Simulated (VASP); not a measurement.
# HfN (Fm-3m) in VASP: further runs, part 2 of 2

VASP 6.6.1.

### Step 3. Single point, r2SCAN (volume scaled by 0.980)

File POSCAR:

```
HfN
1.0
    0.0000000000      2.2472032753      2.2472032753
    2.2472032753      0.0000000000      2.2472032753
    2.2472032753      2.2472032753      0.0000000000
Hf N
1 1
Direct
    0.5000000000      0.5000000000      0.5000000000
    0.0000000000      0.0000000000      0.0000000000
```

File INCAR.step1:

```
ALGO = Normal ; EDIFF = 1E-4
ENCUT = 520 ; GGA = PE
ISMEAR = 0 ; LASPH = True
LCHARG = False ; LREAL = False
LWAVE = True ; NBANDS = 14
NELM = 100 ; PREC = Accurate
SIGMA = 0.05
```

File INCAR.step2:

```
ALGO = Normal ; EDIFF = 1E-6
ENCUT = 520 ; ISIF = 2
ISMEAR = 0 ; ISTART = 1
LASPH = True ; LCHARG = False
LMIXTAU = True ; LREAL = False
LWAVE = False ; METAGGA = R2SCAN
NBANDS = 14 ; NELM = 100
PREC = Accurate ; SIGMA = 0.05
```

File KPOINTS:

```
k-points
0
Gamma
  12 12 12
```

Potentials or basis: VASP PAW PBE potentials, release 64 (Hf_pv, N).

Run with:

```bash
cat potpaw_PBE.64/Hf_pv/POTCAR potpaw_PBE.64/N/POTCAR > POTCAR
cp INCAR.step1 INCAR
mpirun -np 1 vasp_std > vasp.out
cp INCAR.step2 INCAR
mpirun -np 1 vasp_std > vasp.out
```

OUTCAR:

```text
EDIFF = 1E-6
   ENCUT = 520
   ISIF = 2
   ISMEAR = 0
   ISTART = 1
   LASPH = True
   LREAL = False
   METAGGA = R2SCAN
   NELM = 100
   PREC = Accurate

 ion  position               nearest neighbor table
   1  0.500  0.500  0.500-   2 2.25   2 2.25   2 2.25   2 2.25   2 2.25   2 2.25
   2  0.000  0.000  0.000-   1 2.25   1 2.25   1 2.25   1 2.25   1 2.25   1 2.25

  LATTYP: Found a face centered cubic cell.
 ALAT       =     4.4944065506

  Lattice vectors:

 A1 = (   0.0000000000,   2.2472032753,   2.2472032753)
 A2 = (   2.2472032753,   0.0000000000,   2.2472032753)
 A3 = (   2.2472032753,   2.2472032753,   0.0000000000)

Analysis of symmetry for initial positions (statically):
=====================================================================
 Subroutine PRICEL returns:
 Original cell was already a primitive cell.

 Routine SETGRP: Setting up the symmetry group for a
 face centered cubic supercell.

 Subroutine GETGRP returns: Found 48 space group operations
 (whereof 48 operations were pure point group operations)
 out of a pool of 48 trial point group operations.

The static configuration has the point symmetry O_h .

Analysis of symmetry for dynamics (positions and initial velocities):
[... 166 lines left out ...]
 k-point     1 :       0.0000    0.0000    0.0000
  band No.  band energies     occupation
      1     -23.7951      2.00000
      2     -23.7951      2.00000
      3     -23.7951      2.00000
      4     -10.1299      2.00000
      5       5.2169      2.00000
      6       5.2169      2.00000
      7       5.2169      2.00000
      8       8.3257      2.00000
      9       8.3257      2.00000
     10       8.3257      2.00000
     11      10.7227      0.00000
     12      10.7227      0.00000
     13      10.8905      0.00000
     14      18.7693      0.00000
[... 377 lines left out ...]
      1     -24.7123      2.00000
      2     -24.0607      2.00000
      3     -23.9174      2.00000
      4      -7.7231      2.00000
      5      -0.0444      2.00000
      6       2.2011      2.00000
      7       2.3006      2.00000
      8      10.8713      0.00000
      9      11.6293      0.00000
     10      12.3076      0.00000
     11      15.2317      0.00000
     12      17.6236      0.00000
     13      17.7167      0.00000
     14      19.7335      0.00000

 [... further k-points ...]
[... 5 lines left out ...]
  --------------------------------------------------------------------------------------
  -------------------------------------------------------------------------------------
  Total        0.4594872      0.4594872      0.4594872      0.0000000      0.0000000      0.0000000
  in kB       32.4359706     32.4359706     32.4359706      0.0000000      0.0000000      0.0000000
  external PRESSURE =      32.4359706 kB  Pullay stress =       0.0000000 kB

 VOLUME and BASIS-vectors are now :
 -----------------------------------------------------------------------------
  energy-cutoff  :      520.00
  volume of cell :       22.70
      direct lattice vectors                 reciprocal lattice vectors
     0.000000000  2.247203275  2.247203275    -0.222498786  0.222498786  0.222498786
     2.247203275  0.000000000  2.247203275     0.222498786 -0.222498786  0.222498786
     2.247203275  2.247203275  0.000000000     0.222498786  0.222498786 -0.222498786

 POSITION                                       TOTAL-FORCE (eV/Angst)
 -----------------------------------------------------------------------------------
      2.24720      2.24720      2.24720         0.000000     -0.000000      0.000000
      0.00000      0.00000      0.00000        -0.000000      0.000000     -0.000000
 -----------------------------------------------------------------------------------
    total drift:                                0.000000     -0.000000     -0.000000

  FREE ENERGIE OF THE ION-ELECTRON SYSTEM (eV)
  ---------------------------------------------------
  free  energy   TOTEN  =       -58.2413817070 eV

  energy  without entropy=      -58.2411976781  energy(sigma->0) =      -58.24128969
```

OSZICAR.step1:

```text
N       E                     dE             d eps       ncg     rms          rms(c)
DAV:   1     0.314904659183E+02    0.31490E+02   -0.79085E+03  2016   0.103E+03
DAV:   2    -0.230452673835E+02   -0.54536E+02   -0.50609E+02  2622   0.233E+02
DAV:   3    -0.247441187373E+02   -0.16989E+01   -0.16927E+01  2330   0.319E+01
DAV:   4    -0.247503139065E+02   -0.61952E-02   -0.61946E-02  2412   0.219E+00
DAV:   5    -0.247503546046E+02   -0.40698E-04   -0.40697E-04  2358   0.156E-01    0.506E+01
DAV:   6    -0.218495336708E+02    0.29008E+01   -0.81607E+00  2208   0.222E+01    0.427E+01
DAV:   7    -0.217770886496E+02    0.72445E-01   -0.45381E-01  2526   0.601E+00    0.269E+01
DAV:   8    -0.217568741551E+02    0.20214E-01   -0.97274E-02  2370   0.270E+00    0.590E+00
DAV:   9    -0.217516505162E+02    0.52236E-02   -0.15292E-02  2304   0.983E-01    0.194E+00
DAV:  10    -0.217515373479E+02    0.11317E-03   -0.11197E-03  2644   0.324E-01    0.425E-01
DAV:  11    -0.217515081933E+02    0.29155E-04   -0.70449E-05  1398   0.860E-02
   1 F= -.21751508E+02 E0= -.21751454E+02  d E =-.109304E-03
```

It took 53 s on 1 thread of Intel Xeon 6975P-C (Granite Rapids), shared host; peak memory 0.15 GiB.

What came out:

- Free energy: -58.2414 eV
- Pressure: 3.2 GPa

Caveat: the cell differs from its parent crystal (volume scaled by 0.980); the PAW data sets were made with another functional, which shifts forces and pressure a little; spin-orbit coupling is left out, which moves the levels of the heavy elements.

### Step 4. Single point, r2SCAN

This run uses another cell than the first one, of 11.42 Å³/atom, 1.028 times its volume.

File POSCAR:

```
HfN
1.0
    0.0000000000      2.2521658896      2.2521658896
    2.2521658896      0.0000000000      2.2521658896
    2.2521658896      2.2521658896      0.0000000000
Hf N
1 1
Direct
    0.5000000000      0.5000000000      0.5000000000
    0.0000000000      0.0000000000      0.0000000000
```

File INCAR.step1:

```
SYSTEM = HfN
PREC     = Accurate       ! precision mode
ENCUT    = 520            ! plane-wave cutoff, eV
ISMEAR   = 0              ! smearing method
SIGMA    = 0.05           ! smearing width, eV
LREAL    = .False.        ! projectors in reciprocal space
LASPH    = .True.         ! aspherical terms in the spheres
NELM     = 80             ! most SCF steps
NBANDS   = 14             ! bands
GGA      = PE             ! functional
ALGO     = Normal         ! electronic algorithm
EDIFF    = 1E-4           ! SCF threshold, eV
LWAVE    = .True.         ! write WAVECAR
LCHARG   = .False.        ! write CHGCAR
```

File INCAR.step2:

```
SYSTEM = HfN
PREC     = Accurate       ! precision mode
ENCUT    = 520            ! plane-wave cutoff, eV
EDIFF    = 1E-7           ! SCF threshold, eV
ISMEAR   = 0              ! smearing method
SIGMA    = 0.05           ! smearing width, eV
LREAL    = .False.        ! projectors in reciprocal space
LASPH    = .True.         ! aspherical terms in the spheres
NELM     = 80             ! most SCF steps
ALGO     = Normal         ! electronic algorithm
ISIF     = 2              ! what is computed and relaxed
LWAVE    = .False.        ! write WAVECAR
LCHARG   = .True.         ! write CHGCAR
METAGGA  = R2SCAN         ! meta-GGA
LMIXTAU  = .True.       
LELF     = .True.         ! ELF
LVHAR    = .True.       
NBANDS   = 14             ! bands
ISTART   = 1
```

File KPOINTS:

```
Automatic mesh
0
Gamma
  12 12 12
  0 0 0
```

Run with:

```bash
cat potpaw_PBE.64/Hf_pv/POTCAR potpaw_PBE.64/N/POTCAR > POTCAR
cp INCAR.step1 INCAR
mpirun -np 1 vasp_std > vasp.out
cp INCAR.step2 INCAR
mpirun -np 1 vasp_std > vasp.out
```

Wall time 52 s (1 thread of Intel Xeon 6975P-C (Granite Rapids), shared host); peak memory 0.16 GiB.

The run converged. Its results:

```
Free energy : -58.2437 eV
Pressure    : 1.3 GPa
```

Levels at points of the mesh, in eV from the Fermi level:
```csv
k point,band 5,band 6,band 7,band 8,band 9,band 10,band 11,band 12
"(0.00, 0.00, 0.00)",-3.47,-3.47,-3.47,-0.37,-0.37,-0.37,2.01,2.01
"(0.50, 0.00, 0.00)",-9.42,-6.72,-6.72,3.41,3.81,3.81,4.64,9.17
"(0.50, 0.50, 0.00)",-5.96,-4.17,-4.17,-3.95,4.17,5.61,5.61,5.89
```

Caveat: the PAW data sets were made with another functional, which shifts forces and pressure a little; spin-orbit coupling is left out, which moves the levels of the heavy elements.

### Step 5. Single point, r2SCAN

This run uses another cell than the first one, of 11.58 Å³/atom, 1.042 times its volume.

File POSCAR:

```
HfN
1.0
    0.0000000000      2.2623875418      2.2623875418
    2.2623875418      0.0000000000      2.2623875418
    2.2623875418      2.2623875418      0.0000000000
Hf N
1 1
Direct
    0.5000000000      0.5000000000      0.5000000000
    0.0000000000      0.0000000000      0.0000000000
```

File INCAR.step1:

```
PREC = Accurate ; ENCUT = 520
ISMEAR = 0 ; SIGMA = 0.05
LREAL = False ; LASPH = True
NELM = 100 ; NBANDS = 14
GGA = PE ; ALGO = Normal
EDIFF = 1E-4 ; LWAVE = True
LCHARG = False
```

File INCAR.step2:

```
PREC = Accurate ; ENCUT = 520
EDIFF = 1E-7 ; ISMEAR = 0
SIGMA = 0.05 ; LREAL = False
LASPH = True ; NELM = 100
ALGO = Normal ; ISIF = 2
LWAVE = False ; LCHARG = False
METAGGA = R2SCAN ; LMIXTAU = True
NBANDS = 14 ; ISTART = 1
```

File KPOINTS:

```
regular mesh
0
Gamma
  12 12 12
```

Run with:

```bash
cat potpaw_PBE.64/Hf_pv/POTCAR potpaw_PBE.64/N/POTCAR > POTCAR
cp INCAR.step1 INCAR
mpirun -np 1 vasp_std > vasp.out
cp INCAR.step2 INCAR
mpirun -np 1 vasp_std > vasp.out
```

Wall time 52 s (1 thread of Intel Xeon 6975P-C (Granite Rapids), shared host); peak memory 0.16 GiB.

It converged, with:

```yaml
Free_energy: -58.2427 eV
Pressure: -2.6 GPa
```

Levels at points of the mesh, in eV from the Fermi level:
| k point | band 6 | band 7 | band 8 | band 9 | band 10 | band 11 |
| --- | --- | --- | --- | --- | --- | --- |
| (0.00, 0.00, 0.00) | -3.45 | -3.45 | -0.36 | -0.36 | -0.36 | 1.98 |
| (0.50, 0.00, 0.00) | -6.65 | -6.65 | 3.34 | 3.73 | 3.73 | 4.56 |
| (0.50, 0.50, 0.00) | -4.16 | -4.16 | -3.89 | 4.09 | 5.50 | 5.50 |

Caveat: the PAW data sets were made with another functional, which shifts forces and pressure a little; spin-orbit coupling is left out, which moves the levels of the heavy elements.

### Step 6. The runs side by side

| cell | gap on the mesh (eV) | pressure (GPa) |
| --- | --- | --- |
| a = 3.156 Å, angles 60.0°, 2 atoms | none | 9.8 |
| a = 3.178 Å, angles 60.0°, 2 atoms | none | 3.2 |
| a = 3.185 Å, angles 60.0°, 2 atoms | none | 1.3 |
| a = 3.199 Å, angles 60.0°, 2 atoms | none | -2.6 |

Alike in all rows: task single point; level r2SCAN; potentials or basis VASP PAW PBE potentials, release 64 (Hf_pv, N); no spin polarisation; k mesh 12 × 12 × 12; cutoff (eV) 520; smearing gaussian 0.05 eV.

Caveats: the PAW data sets were made with another functional, which shifts forces and pressure a little; spin-orbit coupling is left out, which moves the levels of the heavy elements.

Total energies depend on the potentials used, so only differences within one code and one set of settings carry meaning.
